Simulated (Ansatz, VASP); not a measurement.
MnO: VASP beside Ansatz

```
Mn O
1.0
     2.67239    0.00000    0.00000
     0.00000    2.67239    0.00000
     0.00000    0.00000    2.67239
Mn O
1 1
Cartesian
  0.0000 0.0000 0.0000
  1.3362 1.3362 1.3362
```

Alike in both runs: task single point; functional PBE-based screened hybrid with a share of 0.4 of exact exchange and HFSCREEN = 0.2; k mesh 5 × 5 × 5; occupations fermi-dirac, width 0.05 eV; collinear spin.

|  | VASP | Ansatz |
| --- | --- | --- |
| version | VASP 6.6.1 | Ansatz 0.2.0 |
| potentials or method | VASP PAW PBE potentials, release 64 (Mn_pv, O) | Ansatz PAW |
| plane-wave cutoff (eV) | 520 | 420 |
| valence electrons in the cell | 19 | 21 |

Ansatz gave:

```
gap on the k mesh at the Fermi level (eV)                     : 3.30
least direct gap on the mesh (eV)                             : 4.82
pressure (GPa)                                                : 13.1
net moment per atom (μB)                                      : 2.50
size of the moment on the site where the two differ most (μB) : 4.41
```

**Question.** Estimate VASP's values.

**Answer.** gap on the k mesh at the Fermi level (eV): 3.28; least direct gap on the mesh (eV): 4.81; pressure (GPa): 14.0; net moment per atom (μB): 2.50; size of the moment on the site where the two differ most (μB): 4.62.

VASP's potentials were made for PBE, not for PBE-based screened hybrid. Site moments also hang on the region over which each program counts them. VASP's potentials hold 19 valence electrons a cell and Ansatz's 21, so a difference there can come from the potentials and not from the codes.

The k mesh is coarse, so the values compare programs but aren't converged. Noted on Ansatz's run: the magnetic or orbital state may not be the lowest; odd divisions of the mesh miss points on the zone boundary, where band edges often lie, so the gap on the mesh can be too wide.
